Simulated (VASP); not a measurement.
# Si2N (P-3m1) in VASP: further runs, part 2 of 2

VASP 6.6.1.

## 3. Relaxation of cell and atoms, PBE

This run uses another cell than the first one, of 11.60 Å³/atom, 0.972 times its volume.

INCAR reads:

```
ALGO = Normal
EDIFF = 1E-6
EDIFFG = -0.01
ENCUT = 600
GGA = PE
IBRION = 2
ISIF = 3
ISMEAR = 0
LASPH = T
LCHARG = F
LREAL = F
LWAVE = F
NELM = 100
NSW = 100
PREC = Accurate
SIGMA = 0.1
```

KPOINTS reads:

```
k-points
0
Gamma
  18 18 10
```

POSCAR reads:

```
Si2N
1.0
    2.7306251657      0.0000000000      0.0000000000
   -1.3653125829      2.3647907617      0.0000000000
    0.0000000000      0.0000000000      5.3880341923
Si N
2 1
Direct
    0.6666666667      0.3333333333      0.7521256507
    0.3333333333      0.6666666667      0.2478743493
    0.0000000000      0.0000000000      0.0000000000
```

Potentials or basis: VASP PAW PBE potentials, release 64 (Si, N).

Launch:

```bash
$ cat potpaw_PBE.64/Si/POTCAR potpaw_PBE.64/N/POTCAR > POTCAR
$ mpirun -np 1 vasp_std > vasp.out
```

OUTCAR:

```text
EDIFF = 1E-6
   EDIFFG = -0.01
   ENCUT = 600
   GGA = PE
   IBRION = 2
   ISIF = 3
   ISMEAR = 0
   LASPH = T
   LREAL = F
   NELM = 100
   NSW = 100
   PREC = Accurate

 ion  position               nearest neighbor table
   1  0.667  0.333  0.752-   3 2.07   3 2.07   3 2.07   2 3.10   2 3.10   2 3.10   2 3.14   2 3.14
                             2 3.14
   2  0.333  0.667  0.248-   3 2.07   3 2.07   3 2.07   1 3.10   1 3.10   1 3.10   1 3.14   1 3.14
                             1 3.14
   3  0.000  0.000  0.000-   1 2.07   2 2.07   1 2.07   2 2.07   1 2.07   2 2.07

  LATTYP: Found a hexagonal cell.
 ALAT       =     2.7306251657
 C/A-ratio  =     1.9731870416

  Lattice vectors:

 A1 = (   2.7306251657,   0.0000000000,   0.0000000000)
 A2 = (  -1.3653125829,   2.3647907617,   0.0000000000)
 A3 = (   0.0000000000,   0.0000000000,   5.3880341923)

Analysis of symmetry for initial positions (statically):
=====================================================================
 Subroutine PRICEL returns:
 Original cell was already a primitive cell.

 Routine SETGRP: Setting up the symmetry group for a
 hexagonal supercell.

 Subroutine GETGRP returns: Found 12 space group operations
 (whereof 12 operations were pure point group operations)
 out of a pool of 24 trial point group operations.

The static configuration has the point symmetry D_3d.

Analysis of symmetry for dynamics (positions and initial velocities):
=====================================================================
 Subroutine PRICEL returns:
 Original cell was already a primitive cell.

 Routine SETGRP: Setting up the symmetry group for a
 hexagonal supercell.

 Subroutine GETGRP returns: Found 12 space group operations
 (whereof 12 operations were pure point group operations)
 out of a pool of 24 trial point group operations.

The dynamic configuration has the point symmetry D_3d.

 Subroutine INISYM returns: Found 12 space group operations
 (whereof 12 operations are pure point group operations),
 and found     1 'primitive' translations

----------------------------------------------------------------------------------------

                                     Primitive cell

  volume of cell :      34.7925

  direct lattice vectors                    reciprocal lattice vectors
     2.730625166  0.000000000  0.000000000     0.366216503  0.211435197  0.000000000
    -1.365312583  2.364790762  0.000000000     0.000000000  0.422870394  0.000000000
     0.000000000  0.000000000  5.388034192     0.000000000  0.000000000  0.185596447

  length of vectors
     2.730625166  2.730625166  5.388034192     0.422870394  0.422870394  0.185596447

  position of ions in fractional coordinates (direct lattice)
     0.666666667  0.333333333  0.752125651
     0.333333333  0.666666667  0.247874349
     0.000000000  0.000000000  0.000000000

  ion indices of the primitive-cell ions
   primitive index   ion index
                 1           1
                 2           2
                 3           3

----------------------------------------------------------------------------------------

 KPOINTS: k-points

Automatic generation of k-mesh.
 Grid dimensions read from file:
 generate k-points for:   18   18   10

 Generating k-lattice:

  Cartesian coordinates                     Fractional coordinates (reciprocal lattice)
     0.020345361  0.011746400  0.000000000     0.055555556 -0.000000000  0.000000000
     0.000000000  0.023492800  0.000000000     0.000000000  0.055555556  0.000000000
     0.000000000  0.000000000  0.018559645     0.000000000  0.000000000  0.100000000

  Length of vectors
     0.023492800  0.023492800  0.018559645

  Shift w.r.t. Gamma in fractional coordinates (k-lattice)
     0.000000000  0.000000000  0.000000000

 Subroutine IBZKPT returns following result:
 ===========================================

 Found    330 irreducible k-points:

 Following reciprocal coordinates:
            Coordinates               Weight
  0.000000  0.000000  0.000000      1.000000
  0.055556  0.000000  0.000000      6.000000
  0.111111  0.000000  0.000000      6.000000
  0.166667  0.000000  0.000000      6.000000
  0.222222  0.000000  0.000000      6.000000
  0.277778  0.000000  0.000000      6.000000
[... 16 lines left out ...]
  0.333333  0.111111  0.000000     12.000000
  0.388889  0.111111  0.000000     12.000000
 [... further k-points ...]
   k-points           NKPTS =    330   k-points in BZ     NKDIM =    330   number of bands    NBANDS=     10
   number of dos      NEDOS =    301   number of ions     NIONS =      3
   total plane-waves  NPLWV =  27648
   dimension x,y,z NGX =    24 NGY =   24 NGZ =   48
   dimension x,y,z NGXF=    48 NGYF=   48 NGZF=   96
   ions per type =               2   1
   NGX,Y,Z   is equivalent  to a cutoff of  14.61, 14.61, 14.81 a.u.
   NGXF,Y,Z  is equivalent  to a cutoff of  29.22, 29.22, 29.62 a.u.
 SYSTEM =  unknown system
   PREC   = accura    normal or accurate (medium, high low for compatibility)
   ISTART =      0    job   : 0-new  1-cont  2-samecut
   ICHARG =      2    charge: 1-file 2-atom 10-const
   ISPIN  =      1    spin polarized calculation?
   LNONCOLLINEAR =      F non collinear calculations
   LSORBIT =      F    spin-orbit coupling
   LASPH  =      T    aspherical Exc in radial PAW
   ENCUT  =  600.0 eV  44.10 Ry    6.64 a.u.   5.45  5.45 10.76*2*pi/ulx,y,z
   NELM   =    100;   NELMIN=  2; NELMDL= -5     # of ELM steps
   EDIFF  = 0.1E-05   stopping-criterion for ELM
   LREAL  =      F    real-space projection
   EDIFFG = -.1E-01   stopping-criterion for IOM
   NSW    =    100    number of steps for IOM
   IBRION =      2    ionic relax: 0-MD 1-quasi-New 2-CG
   NFREE  =      1    steps in history (QN), initial steepest desc. (CG)
   ISIF   =      3    stress and relaxation
   ISYM   =      2    0-nonsym 1-usesym 2-fastsym
   POTIM  = 0.5000    time-step for ionic-motion
   TEBEG  =    0.0;   TEEND  =   0.0 temperature during run
   PSTRESS=    0.0 pullay stress
   NELECT =      13.0000    total number of electrons
   NUPDOWN=      -1.0000    fix difference up-down
   EMIN   =  10.00;   EMAX   =-10.00  energy-range for DOS
   EFERMI =   0.00;   METHOD = LEGACY
   ISMEAR =     0;   SIGMA  =   0.10  broadening in eV -4-tet -1-fermi 0-gaus
   EFERMI_NEDOS =   21; number of points for ismear=-14 and -15
   IALGO  =     38    algorithm
   IMIX   =      4    mixing-type and parameters
     AMIX     =   0.40;   BMIX     =  1.00
     AMIX_MAG =   1.60;   BMIX_MAG =  1.00
  volume/ion in A,a.u.               =      11.60        78.26
  Fermi-wavevector in a.u.,A,eV,Ry     =   1.179128  2.228229 18.916758  1.390342
  Thomas-Fermi vector in A             =   2.315444
   LORBIT       =      0    0 simple, 1 ext, 2 COOP (PROOUT), +10 PAW based schemes
   GGA     = PE    functional components
   LHFCALC =     F    Hartree Fock is set to
   AEXX    =    0.0000 exact exchange contribution
   IVDW    =     0    specifies the selected vdW correction
   LEPSILON=     F    determine dielectric tensor
   LRPA    =     F    only Hartree local field effects (RPA)
 conjugate gradient relaxation of ions
 non-spin polarized calculation
 Gauss-broadening in eV      SIGMA  =   0.10
  energy-cutoff  :      600.00
  volume of cell :       34.79
 maximum number of plane-waves:      1198
 NGX is ok and might be reduce to    24
   NGX = 11   NGY = 11   NGZ = 21

--------------------------------------- Ionic step        1  -------------------------------------------

 number of electron      13.0000000 magnetization

 Free energy of the ion-electron system (eV)
  ---------------------------------------------------
  ext. energy  EPLUGINS =         0.00000000
  ---------------------------------------------------
  free energy    TOTEN  =       -17.82233134 eV

  energy without entropy =      -17.81910538  energy(sigma->0) =      -17.82071836

 E-fermi :  10.0076     XC(G=0): -11.4807

 val. band max:       10.0015563541   @ k =  -0.2222  -0.4444   0.1000
 cond. band min:      10.0103155220   @ k =   0.3889   0.0000   0.2000
 fundamental gap:      0.0087591679
 Fermi energy:        10.0075689288

 k-point     1 :       0.0000    0.0000    0.0000
  band No.  band energies     occupation
      1      -9.4722      2.00000
      2      -2.0418      2.00000
      3       0.1683      2.00000
      4       7.8330      2.00000
      5       7.8330      2.00000
      6       9.3436      2.00000
      7      12.3225      0.00000
      8      17.2441      0.00000
      9      18.2458      0.00000
     10      18.2458      0.00000
[... 403 lines left out ...]
  FREE ENERGIE OF THE ION-ELECTRON SYSTEM (eV)
  ---------------------------------------------------
  free  energy   TOTEN  =       -17.8344137339 eV

  energy  without entropy=      -17.8310356520  energy(sigma->0) =      -17.83272469

[... ionic steps 4 to 8 ...]

--------------------------------------- Ionic step        9  -------------------------------------------

 number of electron      13.0000000 magnetization

------------------------ aborting loop because EDIFF is reached ----------------------------------------
[... 69 lines left out ...]
--------------------------------------- Ionic step       11  -------------------------------------------

 number of electron      13.0000000 magnetization

 Free energy of the ion-electron system (eV)
  ---------------------------------------------------
  ext. energy  EPLUGINS =         0.00000000
  ---------------------------------------------------
  free energy    TOTEN  =       -17.83816191 eV

  energy without entropy =      -17.83533575  energy(sigma->0) =      -17.83674883

 E-fermi :   9.6976     XC(G=0): -11.3228

 val. band max:        9.6695734319   @ k =  -0.2222   0.5000   0.1000
 cond. band min:       9.7005302977   @ k =   0.5000   0.0000   0.4000
 fundamental gap:      0.0309568658
 Fermi energy:         9.6976234827

 k-point     1 :       0.0000    0.0000    0.0000
  band No.  band energies     occupation
      1      -9.9618      2.00000
      2      -2.6090      2.00000
      3       0.1623      2.00000
      4       7.4020      2.00000
      5       7.4020      2.00000
      6       8.3889      2.00000
      7      11.7351      0.00000
      8      16.5688      0.00000
      9      18.0112      0.00000
     10      18.0112      0.00000
[... 329 lines left out ...]
  FREE ENERGIE OF THE ION-ELECTRON SYSTEM (eV)
  ---------------------------------------------------
  free  energy   TOTEN  =       -17.8381619147 eV

  energy  without entropy=      -17.8353357527  energy(sigma->0) =      -17.83674883

 reached required accuracy - stopping structural energy minimisation
```

OSZICAR:

```text
N       E                     dE             d eps       ncg     rms          rms(c)
DAV:   1     0.305489471844E+02    0.30549E+02   -0.61692E+03  6600   0.124E+03
DAV:   2    -0.165480345362E+02   -0.47097E+02   -0.44060E+02  9042   0.180E+02
DAV:   3    -0.190879308524E+02   -0.25399E+01   -0.24944E+01  8824   0.447E+01
[... 76 lines left out ...]
       N       E                     dE             d eps       ncg     rms          rms(c)
DAV:   1    -0.178381789193E+02   -0.26074E-04   -0.81037E-04  6712   0.246E-01    0.173E-02
DAV:   2    -0.178381643039E+02    0.14615E-04   -0.48626E-05  8342   0.582E-02    0.937E-03
DAV:   3    -0.178381620128E+02    0.22912E-05   -0.10987E-05  8590   0.208E-02    0.377E-03
DAV:   4    -0.178381619147E+02    0.98058E-07   -0.16297E-06  4080   0.118E-02
  11 F= -.17838162E+02 E0= -.17836749E+02  d E =-.234948E-04
```

Run time: 8.8 min. Hardware: 1 thread of Intel Xeon Platinum 8488C (Sapphire Rapids), shared host; peak memory 0.28 GiB.

Results:

```
Free energy                            : -17.8382 eV
Relaxed volume                         : 11.91 Å³/atom
Relaxed cell                           : a = 2.722 Å, b = 2.722 Å, c = 5.568 Å, α = 90.00°, β = 90.00°, γ = 120.00°
Space group after relaxing (to 0.05 Å) : P-3m1 (No. 164)
Energy gained by relaxing              : 5.3 meV/atom
Ionic steps                            : 11
Pressure after relaxing                : 0.1 GPa
Largest force after relaxing           : 0.008 eV/Å
```

Forces in eV/Å, atoms in the order of the input:
```
Si   0.000  0.000  0.008
Si   0.000  0.000 -0.008
N    0.000  0.000  0.000
```

The path:
| step | energy change (eV) | largest force (eV/Å) | pressure (GPa) | volume (Å³) |
| --- | --- | --- | --- | --- |
| 1 | 0.0000 | 0.2012 | 0.19 | 34.79 |
| 2 | -0.0058 | 0.1342 | 0.57 | 34.86 |
| 3 | -0.0121 | 0.0170 | 1.59 | 35.02 |
| 4 | -0.0150 | 0.1286 | -0.14 | 35.61 |
| 5 | -0.0150 | 0.1235 | -0.07 | 35.59 |
| 6 | -0.0156 | 0.0250 | -0.23 | 35.86 |
| 7 | -0.0157 | 0.0187 | -0.16 | 35.78 |
| 8 | -0.0158 | 0.0038 | 0.05 | 35.74 |
| 9 | -0.0158 | 0.0093 | 0.10 | 35.73 |
| 10 | -0.0158 | 0.0192 | 0.07 | 35.74 |
| 11 | -0.0158 | 0.0076 | 0.07 | 35.74 |

Final structure:
```
CELL_PARAMETERS angstrom
2.72250 0.00000 0.00000
-1.36125 2.35775 0.00000
0.00000 0.00000 5.56750
ATOMIC_POSITIONS crystal
Si 0.66667 0.33333 0.76056
Si 0.33333 0.66667 0.23944
N 0.00000 0.00000 0.00000
```

Levels at points of the mesh, in eV from the Fermi level:
```tsv
k point	band 3	band 4	band 5	band 6	band 7	band 8	band 9	band 10
(0.00, 0.00, 0.00)	-9.54	-2.30	-2.30	-1.31	2.04	6.87	8.31	8.31
(0.50, 0.00, 0.00)	-7.98	-4.26	-4.13	-3.44	-3.22	2.36	3.13	5.91
(0.00, 0.00, 0.50)	-6.51	-5.47	-2.29	-2.29	4.64	6.09	8.53	8.53
(0.50, 0.00, 0.50)	-8.30	-5.74	-4.12	-1.22	-0.81	0.04	2.40	4.69
```

## 4. Single point, PBE, collinear spin, ferromagnetic start

This run uses another cell than the first one, of 11.60 Å³/atom, 0.972 times its volume.

INCAR reads:

```
PREC = Accurate
ENCUT = 520
EDIFF = 1E-6
ISMEAR = 0
SIGMA = 0.1
LREAL = False
LASPH = True
NELM = 150
ALGO = Normal
ISIF = 2
LWAVE = False
LCHARG = False
ISPIN = 2
MAGMOM = 0 0 1
LORBIT = 11
GGA = PE
NBANDS = 18
```

KPOINTS reads:

```
Automatic mesh
0
Gamma
  6 6 4
```

POSCAR is that of step 3.

Launch:

```bash
$ cat potpaw_PBE.64/Si/POTCAR potpaw_PBE.64/N/POTCAR > POTCAR
$ mpirun -np 1 vasp_std > vasp.out
```

It used 19 s of CPU time on 1 thread of Intel(R) Xeon(R) Platinum 8488C (Sapphire Rapids), on a shared host.

It converged, with:

```yaml
Free_energy: -17.8430 eV
Pressure: -0.2 GPa
Net_moment: 0.00 μB per cell
Valence_electrons_inside_the_program's_atomic_spheres: Si 1.49; N 3.75
```

Stress tensor (GPa, compression positive):
```
-0.07  0.00  0.00
 0.00 -0.07  0.00
 0.00  0.00 -0.35
```

Levels at points of the mesh, in eV from the Fermi level:
Spin up:
| k point | band 3 | band 4 | band 5 | band 6 | band 7 | band 8 | band 9 | band 10 |
| --- | --- | --- | --- | --- | --- | --- | --- | --- |
| (0.00, 0.00, 0.00) | -9.58 | -1.94 | -1.94 | -0.42 | 2.55 | 7.46 | 8.45 | 8.45 |
| (0.50, 0.00, 0.00) | -7.55 | -3.78 | -3.78 | -3.47 | -3.30 | 3.05 | 3.43 | 6.28 |
| (0.00, 0.00, 0.50) | -5.78 | -5.29 | -1.94 | -1.94 | 5.06 | 6.75 | 8.78 | 8.78 |
| (0.50, 0.00, 0.50) | -8.01 | -5.75 | -3.76 | -0.73 | -0.64 | 0.71 | 2.66 | 5.12 |
Spin down:
```
           k point  band 3  band 4  band 5  band 6  band 7  band 8  band 9  band 10
(0.00, 0.00, 0.00)   -9.58   -1.94   -1.94   -0.42    2.55    7.46    8.45     8.45
(0.50, 0.00, 0.00)   -7.55   -3.78   -3.78   -3.47   -3.30    3.05    3.43     6.28
(0.00, 0.00, 0.50)   -5.78   -5.29   -1.94   -1.94    5.06    6.75    8.78     8.78
(0.50, 0.00, 0.50)   -8.01   -5.75   -3.76   -0.73   -0.64    0.71    2.66     5.12
```

Caveat: the k points lie up to 0.44 Å⁻¹ apart.

## 5. The runs side by side

```csv
task,spin,cell,k mesh,cutoff (eV),gap on the mesh (eV),pressure (GPa),largest force (eV/Å)
single point,off,"a = 2.723, b = 2.723, c = 5.575 Å, angles 90.0, 90.0, 120.0°, 3 atoms",18 × 18 × 10,520,none,0.0,0.01
relaxation of cell and atoms,off,"relaxed from a = 2.731, b = 2.731, c = 5.388 Å, angles 90.0, 90.0, 120.0°, 3 atoms",18 × 18 × 10,600,none,0.1,0.01
single point,"collinear, ferromagnetic start","a = 2.731, b = 2.731, c = 5.388 Å, angles 90.0, 90.0, 120.0°, 3 atoms",6 × 6 × 4,520,none,-0.2,-
```

Alike in all rows: level PBE; potentials or basis VASP PAW PBE potentials, release 64 (Si, N); smearing gaussian 0.1 eV.

Caveats: some runs use coarse meshes.

Total energies depend on the potentials used, so only differences within one code and one set of settings carry meaning.
